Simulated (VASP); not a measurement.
A run of VASP 6.6.1:

File INCAR:

```
PREC = Accurate ; ENCUT = 520
EDIFF = 1E-7 ; ISMEAR = 0
SIGMA = 0.1 ; LREAL = False
LASPH = True ; NELM = 80
ALGO = Normal ; ISIF = 2
LWAVE = False ; LCHARG = True
GGA = PE ; LELF = True
LVHAR = True ; NBANDS = 20
```

The input KPOINTS:

```
regular mesh
0
Gamma
  6 6 6
```

The input POSCAR:

```
YbB
1.0
    3.1669970308      0.0000000000      0.0000000000
    0.0000000000      3.1669970308      0.0000000000
    0.0000000000      0.0000000000      3.1669970308
Yb B
1 1
Direct
    0.0000000000      0.0000000000      0.0000000000
    0.5000000000      0.5000000000      0.5000000000
```

Potentials or basis: VASP PAW PBE potentials, release 64 (Yb, B).

The run is started by

```bash
$ cat potpaw_PBE.64/Yb/POTCAR potpaw_PBE.64/B/POTCAR > POTCAR
$ mpirun -np 1 vasp_std > vasp.out
```

Hardware: 1 thread of Intel Xeon 8259CL, on a shared host.

Problem. Estimate the wall time of this run.

Solution. Run time: 87 s on 1 thread of Intel Xeon 8259CL (shared host), peak memory 0.15 GiB. Counts: scf iterations 38, k points 20.
